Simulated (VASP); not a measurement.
TiO2, 6 atoms in the cell. Symmetry: P4_2/mnm, No. 136, tetragonal system. Conventional cell: a = 4.625 Å, b = 4.625 Å, c = 2.959 Å, α = 90.00°, β = 90.00°, γ = 90.00°. Within 2.6 Å of Ti (site symmetry mmm) lie 6 O at 1.95 to 1.99 Å. O (site symmetry m2m) has 3 Ti at 1.95 to 1.99 Å and 1 O at 2.55 Å within 2.6 Å. 

* Program: VASP 6.6.1
* Task: single point
* Functional: PBE
* Potentials or basis: VASP PAW PBE potentials, release 64 (Ti_sv, O)
* Cutoff: 520 eV
* k mesh: 6 × 6 × 10
* Occupations: gaussian, width 0.02 eV
* Spin: no spin polarisation
* Dipole correction: no
* Further INCAR settings: ALGO = Normal; EDIFF = 1e-06; NBANDS = 33

Potentials or basis: VASP PAW PBE potentials, release 64 (Ti_sv, O).

The run is started by

```bash
$ cat potpaw_PBE.64/Ti_sv/POTCAR potpaw_PBE.64/O/POTCAR > POTCAR
$ mpirun -np 1 vasp_std > vasp.out
```

Hardware: 1 thread of Intel Xeon 8259CL, with other jobs on the host.

Question: Estimate the wall time of this run.

Answer: Run time: 3.2 min on 1 thread of Intel Xeon 8259CL (shared host), peak memory 0.24 GiB. Counts: scf iterations 17, k points 60.
